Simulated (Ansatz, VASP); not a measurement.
**NiO: VASP beside Ansatz**

```
Ni O
1.0
     0.00000    2.10048    2.10048
     2.10048    0.00000    2.10048
     2.10048    2.10048    0.00000
Ni O
1 1
Direct
  0.00000 0.00000 0.00000
  0.50000 0.50000 0.50000
```

Alike in both runs: task single point; functional LDA; k mesh 8 × 8 × 8; occupations fermi-dirac, width 0.001 eV; collinear spin; Hubbard terms Ni d U = 6.2 eV.

|  | VASP | Ansatz |
| --- | --- | --- |
| version | VASP 6.6.1 | Ansatz 0.2.0 |
| potentials or method | VASP PAW LDA potentials, release 64 (Ni_sv_GW, O), cutoff 700 eV | PAW, plane waves, scalar-relativistic |
| valence electrons in the cell | 24 | 24 |

```csv
,VASP,Ansatz,Ansatz less VASP
pressure (GPa),-11.4,-8.8,+2.64
net moment per atom (μB),1.00,1.00,0.000
size of the moment on the site where the two differ most (μB),1.76,1.69,-0.066
```

LDA's correlation is that of Perdew and Zunger in VASP and of Perdew and Wang (1992) in Ansatz. Site moments also hang on the region over which each program counts them. The programs project onto different local orbitals, so the same U acts differently, and such runs can settle in different states.
